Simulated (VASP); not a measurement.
# In2O3: single point with r2SCAN

Crystal: In2O3.

```
CELL_PARAMETERS angstrom
2.89163 1.66949 4.73208
-2.89163 1.66949 4.73208
0.00000 -3.33897 4.73208
ATOMIC_POSITIONS crystal
In 0.35707 0.35707 0.35707
In 0.14293 0.14293 0.14293
In 0.64293 0.64293 0.64293
In 0.85707 0.85707 0.85707
O 0.54657 0.95343 0.25000
O 0.25000 0.54657 0.95343
O 0.95343 0.25000 0.54657
O 0.45343 0.04657 0.75000
O 0.75000 0.45343 0.04657
O 0.04657 0.75000 0.45343
```

This cell differs from its parent crystal: strain +0.050 along x and y, -0.025 along z.

```json
{"Program": "VASP 6.6.1", "Task": "single point", "Functional": "r2SCAN", "Potentials or basis": "VASP PAW PBE potentials, release 64 (In_d, O)", "Cutoff": "520 eV", "k mesh": "6 × 6 × 6", "Occupations": "gaussian, width 0.05 eV", "Spin": "no spin polarisation"}
```

- Pressure: -11.1 GPa
- Largest force: 0.380 eV/Å
- Band gap on the k mesh: 1.12 eV, indirect (least direct gap 1.32 eV)

Forces on the atoms (eV/Å):
```
In   0.000  0.000  0.380
In   0.000  0.000 -0.380
In   0.000  0.000 -0.380
In   0.000  0.000  0.380
O    0.064  0.000  0.000
O   -0.032  0.056  0.000
O   -0.032 -0.056  0.000
O   -0.064  0.000  0.000
O    0.032 -0.056  0.000
O    0.032  0.056  0.000
```

Stress tensor (GPa, compression positive):
```
-15.73   0.00   0.00
  0.00 -15.73   0.00
  0.00   0.00  -1.98
```

Levels at points of the mesh, in eV from the valence-band top:
| k point | band 40 | band 41 | band 42 | band 43 | band 44 | band 45 | band 46 | band 47 | band 48 | band 49 |
| --- | --- | --- | --- | --- | --- | --- | --- | --- | --- | --- |
| (0.00, 0.00, 0.00) | -0.28 | -0.23 | -0.23 | -0.20 | -0.20 | 1.12 | 5.58 | 6.19 | 6.70 | 8.90 |
| (0.50, 0.00, 0.00) | -0.92 | -0.59 | -0.59 | -0.08 | -0.08 | 4.75 | 4.75 | 5.78 | 5.78 | 8.35 |
| (0.50, 0.50, 0.00) | -0.83 | -0.62 | -0.30 | -0.10 | -0.06 | 5.04 | 5.23 | 6.12 | 6.25 | 7.56 |
| (0.50, 0.50, 0.50) | -1.02 | -0.34 | -0.34 | -0.34 | -0.34 | 4.32 | 4.32 | 6.80 | 6.80 | 8.42 |

It took 12 min on 1 thread of Intel(R) Xeon(R) 6975P-C (Granite Rapids), with other jobs on the host, peak memory 0.46 GiB.

Caveat: the cell differs from its parent crystal (strain +0.050 along x and y, -0.025 along z); the PAW data sets were made with another functional, which shifts forces and pressure a little; spin-orbit coupling is left out, which moves the levels of the heavy elements. A k mesh can miss the band edges.
